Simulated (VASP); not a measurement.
## TiAu: single point with LDA

The system is TiAu.

```
CELL_PARAMETERS angstrom
3.25400 0.00000 0.00000
0.00000 3.25400 0.00000
0.00000 0.00000 3.25400
ATOMIC_POSITIONS crystal
Ti 0.51000 0.50000 0.50000
Au 0.00000 0.00000 0.00000
```

```
Program             : VASP 6.6.1
Task                : single point
Functional          : LDA
Potentials or basis : VASP PAW LDA potentials, release 64 (Ti_sv, Au)
Cutoff              : 520 eV
k mesh              : 5 × 5 × 5
Occupations         : methfessel-paxton, width 0.1 eV
Spin                : no spin polarisation
```

```
Pressure      : -9.0 GPa
Largest force : 0.075 eV/Å
```

Forces on the atoms (eV/Å):
```
Ti  -0.075  0.000  0.000
Au   0.075  0.000  0.000
```

Levels at points of the mesh, in eV from the Fermi level:
| k point | band 8 | band 9 | band 10 | band 11 | band 12 | band 13 | band 14 | band 15 | band 16 | band 17 |
| --- | --- | --- | --- | --- | --- | --- | --- | --- | --- | --- |
| (0.00, 0.00, 0.00) | -4.37 | -4.36 | -4.36 | 0.26 | 0.26 | 1.91 | 1.91 | 1.92 | 6.72 | 6.72 |

It took 6.5 s on 1 thread of Intel(R) Xeon(R) Platinum 8259CL CPU @ 2.50GHz (Skylake/Cascade Lake) (shared host), peak memory 0.13 GiB.

Caveat: the k points lie up to 0.39 Å⁻¹ apart; spin-orbit coupling is left out, which moves the levels of the heavy elements.
